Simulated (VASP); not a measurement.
Write the native input for VASP 6.6.1 that does the following.

* Task: relaxation of cell and atoms
* Functional: PBEsol
* Potentials or basis: VASP PAW PBE potentials, release 64 (Ga_d, As)
* Cutoff: 600 eV
* k mesh: 10 × 10 × 10
* Occupations: gaussian, width 0.05 eV
* Spin: no spin polarisation
* Dipole correction: no
* Further INCAR settings: ALGO = Normal; EDIFF = 1e-06; IBRION = 2; EDIFFG = -0.005; NSW = 100; ISIF = 3

The structure of GaAs lies in POSCAR:

```
GaAs
1.0
    0.0000000000      2.8750910496      2.8750910496
    2.8750910496      0.0000000000      2.8750910496
    2.8750910496      2.8750910496      0.0000000000
Ga As
1 1
Direct
    0.0000000000      0.0000000000      0.0000000000
    0.2500000000      0.2500000000      0.2500000000
```

The input as run:

INCAR

```
ALGO = Normal ; EDIFF = 1E-6
EDIFFG = -0.005 ; ENCUT = 600
GGA = PS ; IBRION = 2
ISIF = 3 ; ISMEAR = 0
LASPH = T ; LCHARG = F
LREAL = F ; LWAVE = F
NELM = 100 ; NSW = 100
PREC = Accurate ; SIGMA = 0.05
```

KPOINTS

```
k-points
0
Gamma
  10 10 10
```

Potentials or basis: VASP PAW PBE potentials, release 64 (Ga_d, As).

The run is started by

```bash
$ cat potpaw_PBE.64/Ga_d/POTCAR potpaw_PBE.64/As/POTCAR > POTCAR
$ mpirun -np 1 vasp_std > vasp.out
```

It gave:

| Item | Value |
| --- | --- |
| Relaxed volume | 22.70 Å³/atom |
| Relaxed cell | a = 4.004 Å, b = 4.004 Å, c = 4.004 Å, α = 60.00°, β = 60.00°, γ = 60.00° |
| Space group after relaxing (to 0.05 Å) | F-43m (No. 216) |
| Energy gained by relaxing | 9.9 meV/atom |
| Ionic steps | 3 |
| Pressure after relaxing | 0.0 GPa |
| Band gap on the k mesh | 0.42 eV, direct |

Caveat: the PAW data sets were made with another functional, which shifts forces and pressure a little.

Wall time 79 s on 1 thread of Intel Xeon 6975P-C, on a shared host, peak memory 0.21 GiB.
